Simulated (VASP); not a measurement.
# S (I4/mmm) in VASP: further runs

Runs on S. Level: LDA. Tasks: single point.

All numbers are computed with VASP 6.6.1; they aren't measurements. Logs are shortened: lines on timing, memory, paths and dates and some standing lists are left out, and cuts for length are marked.

### Step 1. The cell of the first run

Symmetry: I4/mmm, No. 139, tetragonal system. The conventional cell has a = 2.778 Å, b = 2.778 Å, c = 3.989 Å, α = 90.00°, β = 90.00°, γ = 90.00°. Within 3.7 Å of S (site symmetry 4/mmm) lie 12 S at 2.78 to 2.80 Å.

### Step 2. Single point, LDA (strain -0.015 along x and y, +0.000 along z)

INCAR reads:

```
SYSTEM = S
ALGO = Normal ; EDIFF = 1E-6
ENCUT = 520 ; ISIF = 2
ISMEAR = 0 ; LASPH = .True.
LCHARG = .False. ; LREAL = .False.
LWAVE = .False. ; NBANDS = 9
NELM = 60 ; PREC = Accurate
SIGMA = 0.15
```

KPOINTS reads:

```
k-points
0
Gamma
  20 20 20
  0 0 0
```

POSCAR reads:

```
S
1.0
    0.0000000000      1.9644350888      1.9943503440
    1.9644350888      0.0000000000      1.9943503440
    1.9644350888      1.9644350888      0.0000000000
S
1
Direct
    0.0000000000      0.0000000000      0.0000000000
```

Potentials or basis: VASP PAW LDA potentials, release 64 (S).

Run with:

```bash
$ cat potpaw_LDA.64/S/POTCAR > POTCAR
$ mpirun -np 1 vasp_std > vasp.out
```

OUTCAR:

```text
SYSTEM = S
   EDIFF = 1E-6
   ENCUT = 520
   ISIF = 2
   ISMEAR = 0
   LASPH = .True.
   LREAL = .False.
   NELM = 60
   PREC = Accurate

 ion  position               nearest neighbor table
   1  0.000  0.000  0.000-

  LATTYP: Found a body centered tetragonal cell.
 ALAT       =     2.7781307450
 C/A-ratio  =     1.4357498095

  Lattice vectors:

 A1 = (  -1.9644350888,   0.0000000000,   1.9943503440)
 A2 = (   1.9644350888,   0.0000000000,   1.9943503440)
 A3 = (   0.0000000000,   1.9644350888,  -1.9943503440)

Analysis of symmetry for initial positions (statically):
=====================================================================
 Subroutine PRICEL returns:
 Original cell was already a primitive cell.

 Routine SETGRP: Setting up the symmetry group for a
 body centered tetragonal supercell.

 Subroutine GETGRP returns: Found 16 space group operations
 (whereof 16 operations were pure point group operations)
 out of a pool of 16 trial point group operations.

The static configuration has the point symmetry D_4h.

Analysis of symmetry for dynamics (positions and initial velocities):
=====================================================================
 Subroutine PRICEL returns:
 Original cell was already a primitive cell.

 Routine SETGRP: Setting up the symmetry group for a
 body centered tetragonal supercell.

 Subroutine GETGRP returns: Found 16 space group operations
 (whereof 16 operations were pure point group operations)
 out of a pool of 16 trial point group operations.

The dynamic configuration has the point symmetry D_4h.

 Subroutine INISYM returns: Found 16 space group operations
 (whereof 16 operations are pure point group operations),
 and found     1 'primitive' translations

----------------------------------------------------------------------------------------

                                     Primitive cell

  volume of cell :      15.3924

  direct lattice vectors                    reciprocal lattice vectors
     0.000000000  1.964435089  1.994350344    -0.254526099  0.254526099  0.250708208
     1.964435089  0.000000000  1.994350344     0.254526099 -0.254526099  0.250708208
     1.964435089  1.964435089  0.000000000     0.254526099  0.254526099 -0.250708208

  length of vectors
     2.799363948  2.799363948  2.778130745     0.438658951  0.438658951  0.438658951

  position of ions in fractional coordinates (direct lattice)
     0.000000000  0.000000000  0.000000000

  ion indices of the primitive-cell ions
   primitive index   ion index
                 1           1

----------------------------------------------------------------------------------------

 KPOINTS: k-points

Automatic generation of k-mesh.
 Grid dimensions read from file:
 generate k-points for:   20   20   20

 Generating k-lattice:

  Cartesian coordinates                     Fractional coordinates (reciprocal lattice)
    -0.012726305  0.012726305  0.012535410     0.050000000 -0.000000000  0.000000000
     0.012726305 -0.012726305  0.012535410    -0.000000000  0.050000000  0.000000000
     0.012726305  0.012726305 -0.012535410     0.000000000  0.000000000  0.050000000

  Length of vectors
     0.021932948  0.021932948  0.021932948

  Shift w.r.t. Gamma in fractional coordinates (k-lattice)
     0.000000000  0.000000000  0.000000000

 Subroutine IBZKPT returns following result:
 ===========================================

 Found    641 irreducible k-points:

 Following reciprocal coordinates:
            Coordinates               Weight
  0.000000  0.000000  0.000000      1.000000
  0.050000  0.000000  0.000000      8.000000
  0.100000 -0.000000  0.000000      8.000000
  0.150000 -0.000000  0.000000      8.000000
  0.200000 -0.000000  0.000000      8.000000
  0.250000  0.000000  0.000000      8.000000
[... 16 lines left out ...]
 -0.400000  0.050000  0.000000      8.000000
 -0.350000  0.050000  0.000000      8.000000
 [... further k-points ...]
   k-points           NKPTS =    641   k-points in BZ     NKDIM =    641   number of bands    NBANDS=      9
   number of dos      NEDOS =    301   number of ions     NIONS =      1
   total plane-waves  NPLWV =  13824
   dimension x,y,z NGX =    24 NGY =   24 NGZ =   24
   dimension x,y,z NGXF=    48 NGYF=   48 NGZF=   48
   ions per type =               1
   NGX,Y,Z   is equivalent  to a cutoff of  14.25, 14.25, 14.36 a.u.
   NGXF,Y,Z  is equivalent  to a cutoff of  28.51, 28.51, 28.72 a.u.
 SYSTEM =  S
   PREC   = accura    normal or accurate (medium, high low for compatibility)
   ISTART =      0    job   : 0-new  1-cont  2-samecut
   ICHARG =      2    charge: 1-file 2-atom 10-const
   ISPIN  =      1    spin polarized calculation?
   LNONCOLLINEAR =      F non collinear calculations
   LSORBIT =      F    spin-orbit coupling
   LASPH  =      T    aspherical Exc in radial PAW
   ENCUT  =  520.0 eV  38.22 Ry    6.18 a.u.   5.20  5.20  5.17*2*pi/ulx,y,z
   NELM   =     60;   NELMIN=  2; NELMDL= -5     # of ELM steps
   EDIFF  = 0.1E-05   stopping-criterion for ELM
   LREAL  =      F    real-space projection
   EDIFFG = 0.1E-04   stopping-criterion for IOM
   NSW    =      0    number of steps for IOM
   IBRION =     -1    ionic relax: 0-MD 1-quasi-New 2-CG
   NFREE  =      0    steps in history (QN), initial steepest desc. (CG)
   ISIF   =      2    stress and relaxation
   ISYM   =      2    0-nonsym 1-usesym 2-fastsym
   POTIM  = 0.5000    time-step for ionic-motion
   TEBEG  =    0.0;   TEEND  =   0.0 temperature during run
   PSTRESS=    0.0 pullay stress
   NELECT =       6.0000    total number of electrons
   NUPDOWN=      -1.0000    fix difference up-down
   EMIN   =  10.00;   EMAX   =-10.00  energy-range for DOS
   EFERMI =   0.00;   METHOD = LEGACY
   ISMEAR =     0;   SIGMA  =   0.15  broadening in eV -4-tet -1-fermi 0-gaus
   EFERMI_NEDOS =   21; number of points for ismear=-14 and -15
   IALGO  =     38    algorithm
   IMIX   =      4    mixing-type and parameters
     AMIX     =   0.40;   BMIX     =  1.00
     AMIX_MAG =   1.60;   BMIX_MAG =  1.00
  volume/ion in A,a.u.               =      15.39       103.87
  Fermi-wavevector in a.u.,A,eV,Ry     =   1.195886  2.259896 19.458269  1.430142
  Thomas-Fermi vector in A             =   2.331840
   LORBIT       =      0    0 simple, 1 ext, 2 COOP (PROOUT), +10 PAW based schemes
   GGA     = CA    functional components
   LHFCALC =     F    Hartree Fock is set to
   AEXX    =    0.0000 exact exchange contribution
   IVDW    =     0    specifies the selected vdW correction
   LEPSILON=     F    determine dielectric tensor
   LRPA    =     F    only Hartree local field effects (RPA)
 non-spin polarized calculation
 Gauss-broadening in eV      SIGMA  =   0.15
  energy-cutoff  :      520.00
  volume of cell :       15.39
 maximum number of plane-waves:       428
 NGX is ok and might be reduce to    24
   NGX = 11   NGY = 11   NGZ = 11

 number of electron       6.0000000 magnetization

 Free energy of the ion-electron system (eV)
  ---------------------------------------------------
  ext. energy  EPLUGINS =         0.00000000
  ---------------------------------------------------
  free energy    TOTEN  =        -3.68681106 eV

  energy without entropy =       -3.67812653  energy(sigma->0) =       -3.68246879

 E-fermi :   7.7589     XC(G=0): -11.4824

 val. band max:        7.7527486516   @ k =   0.3500   0.3000   0.0500
 cond. band min:       7.7728422966   @ k =  -0.3000   0.3000   0.2500
 fundamental gap:      0.0200936450
 Fermi energy:         7.7589110210

 k-point     1 :       0.0000    0.0000    0.0000
  band No.  band energies     occupation
      1      -9.1913      2.00000
      2      11.0890      0.00000
      3      11.1025      0.00000
      4      11.1025      0.00000
      5      19.7525      0.00000
      6      19.9588      0.00000
      7      19.9588      0.00000
      8      22.4221      0.00000
      9      25.1440      0.00000

 k-point     2 :       0.0500    0.0000    0.0000
  band No.  band energies     occupation
      1      -9.1302      2.00000
      2      10.7429      0.00000
      3      11.0419      0.00000
      4      11.0583      0.00000
      5      19.7379      0.00000
      6      19.9673      0.00000
      7      20.0677      0.00000
      8      22.6186      0.00000
      9      25.0029      0.00000

 k-point     3 :       0.1000   -0.0000    0.0000
  band No.  band energies     occupation
      1      -8.9476      2.00000
      2       9.7940      0.00000
      3      10.8995      0.00000
      4      10.9362      0.00000
      5      19.4409      0.00000
      6      20.2208      0.00000
      7      20.3580      0.00000
      8      23.2014      0.00000
      9      24.5096      0.00000

 k-point     4 :       0.1500   -0.0000    0.0000
  band No.  band energies     occupation
      1      -8.6456      2.00000
      2       8.4802      0.00000
      3      10.6962      0.00000
      4      10.7613      0.00000
      5      19.0028      0.00000
      6      20.5285      0.00000
      7      20.7025      0.00000
      8      24.0465      0.00000
      9      24.1303      0.00000

 k-point     5 :       0.2000   -0.0000    0.0000
  band No.  band energies     occupation
      1      -8.2287      2.00000
      2       6.9924      2.00000
      3      10.4664      0.00000
      4      10.5631      0.00000
      5      18.5552      0.00000
      6      20.6094      0.00000
      7      20.8597      0.00000
      8      24.1896      0.00000
      9      24.3723      0.00000

 k-point     6 :       0.2500    0.0000    0.0000
  band No.  band energies     occupation
      1      -7.7043      2.00000
      2       5.4555      2.00000
      3      10.2388      0.00000
      4      10.3671      0.00000
      5      18.1552      0.00000
      6      20.3581      0.00000
      7      20.6685      0.00000
      8      24.8246      0.00000
      9      24.8726      0.00000
[... 169 lines left out ...]
 k-point    21 :       0.5000    0.0500    0.0000
  band No.  band energies     occupation
      1      -4.8641      2.00000
      2       0.1682      2.00000
      3       9.3292      0.00000
      4       9.7498      0.00000
      5      17.5473      0.00000
      6      18.6499      0.00000
      7      19.4560      0.00000
      8      25.3252      0.00000
      9      29.1133      0.00000

 k-point    22 :      -0.4500    0.0500    0.0000
  band No.  band energies     occupation
      1      -4.9414      2.00000
      2       0.2783      2.00000
      3       9.2604      0.00000
      4       9.8381      0.00000
      5      17.5581      0.00000
      6      18.7681      0.00000
      7      19.3955      0.00000
      8      25.3290      0.00000
      9      29.2265      0.00000

 k-point    23 :      -0.4000    0.0500    0.0000
  band No.  band energies     occupation
      1      -5.4345      2.00000
      2       1.0171      2.00000
      3       9.2506      0.00000
      4       9.9679      0.00000
      5      17.6290      0.00000
      6      19.0285      0.00000
      7      19.4809      0.00000
      8      25.4443      0.00000
      9      27.9686      0.00000

 k-point    24 :      -0.3500    0.0500    0.0000
  band No.  band energies     occupation
      1      -6.1083      2.00000
      2       2.1440      2.00000
      3       9.3030      0.00000
      4      10.1323      0.00000
      5      17.7638      0.00000
      6      19.4109      0.00000
      7      19.7068      0.00000
      8      25.5808      0.00000
      9      26.6526      0.00000

 [... further k-points ...]

------------------------ aborting loop because EDIFF is reached ----------------------------------------

  FORCE on cell =-STRESS in cart. coord.  units (eV):
  Direction    XX          YY          ZZ          XY          YZ          ZX
  --------------------------------------------------------------------------------------
  -------------------------------------------------------------------------------------
  Total       -0.4478941     -0.4478941     -0.3146980      0.0000000     -0.0000000      0.0000000
  in kB      -46.6207314    -46.6207314    -32.7565149      0.0000000     -0.0000000      0.0000000
  external PRESSURE =     -41.9993259 kB  Pullay stress =       0.0000000 kB

 VOLUME and BASIS-vectors are now :
 -----------------------------------------------------------------------------
  energy-cutoff  :      520.00
  volume of cell :       15.39
      direct lattice vectors                 reciprocal lattice vectors
     0.000000000  1.964435089  1.994350344    -0.254526099  0.254526099  0.250708208
     1.964435089  0.000000000  1.994350344     0.254526099 -0.254526099  0.250708208
     1.964435089  1.964435089  0.000000000     0.254526099  0.254526099 -0.250708208

 POSITION                                       TOTAL-FORCE (eV/Angst)
 -----------------------------------------------------------------------------------
      0.00000      0.00000      0.00000         0.000000      0.000000      0.000000
 -----------------------------------------------------------------------------------
    total drift:                                0.000000     -0.000000     -0.000000

  FREE ENERGIE OF THE ION-ELECTRON SYSTEM (eV)
  ---------------------------------------------------
  free  energy   TOTEN  =        -3.6868110564 eV

  energy  without entropy=       -3.6781265278  energy(sigma->0) =       -3.68246879
```

It took 63 s on 1 thread of Intel Xeon 8259CL, shared host; peak memory 0.18 GiB.

Results:

- Free energy: -3.6868 eV
- Pressure: -4.2 GPa
- Band gap on the k mesh: zero (band 3 reaches 11.10 eV, above the bottom of band 4 at 5.04 eV)

Stress tensor (GPa, compression positive):
```
-4.66  0.00  0.00
 0.00 -4.66  0.00
 0.00  0.00 -3.28
```

Levels at points of the mesh, in eV from the Fermi level:
| k point | band 1 | band 2 | band 3 | band 4 | band 5 | band 6 |
| --- | --- | --- | --- | --- | --- | --- |
| (0.00, 0.00, 0.00) | -16.95 | 3.33 | 3.34 | 3.34 | 11.99 | 12.20 |
| (0.50, 0.00, 0.00) | -12.64 | -7.69 | 1.88 | 2.10 | 9.49 | 11.18 |
| (0.50, 0.50, 0.00) | -11.03 | -6.73 | -0.72 | -0.72 | 5.38 | 5.82 |
| (0.50, 0.00, 0.50) | -10.82 | -6.60 | -1.00 | -0.85 | 5.15 | 5.69 |

Caveat: the cell differs from its parent crystal (strain -0.015 along x and y, +0.000 along z).

### Step 3. Single point, LDA (strain +0.000 along x and y, -0.015 along z)

INCAR reads:

```
SYSTEM = S
ALGO = Normal
EDIFF = 1E-6
ENCUT = 520
ISIF = 2
ISMEAR = 0
LASPH = .True.
LCHARG = .False.
LREAL = .False.
LWAVE = .False.
NBANDS = 9
NELM = 100
PREC = Accurate
SIGMA = 0.15
```

KPOINTS is that of step 2.

POSCAR reads:

```
S
1.0
    0.0000000000      1.9943503440      1.9644350888
    1.9943503440      0.0000000000      1.9644350888
    1.9943503440      1.9943503440      0.0000000000
S
1
Direct
    0.0000000000      0.0000000000      0.0000000000
```

Potentials or basis: VASP PAW LDA potentials, release 64 (S).

Run with:

```bash
$ cat potpaw_LDA.64/S/POTCAR > POTCAR
$ mpirun -np 1 vasp_std > vasp.out
```

Wall time 66 s (1 thread of Intel Xeon 8259CL, shared host); peak memory 0.18 GiB.

Results (log left out):

```yaml
Free_energy: -3.6798 eV
Pressure: -5.4 GPa
Band_gap_on_the_k_mesh: zero (band 3 reaches 10.79 eV, above the bottom of band 4 at 4.85 eV)
```

Stress tensor (GPa, compression positive):
```
-5.01  0.00  0.00
 0.00 -5.01  0.00
 0.00  0.00 -6.27
```

Levels at points of the mesh, in eV from the Fermi level:
```
           k point  band 1  band 2  band 3  band 4  band 5  band 6
(0.00, 0.00, 0.00)  -16.79    3.26    3.26    3.26   12.06   12.06
(0.50, 0.00, 0.00)  -12.58   -7.55    1.84    2.04    9.44   11.17
(0.50, 0.50, 0.00)  -10.75   -6.44   -0.97   -0.97    5.12    5.71
(0.50, 0.00, 0.50)  -10.95   -6.57   -0.85   -0.70    5.34    5.84
```

Caveat: the cell differs from its parent crystal (strain +0.000 along x and y, -0.015 along z).

(Continued in part 2 of 2.)
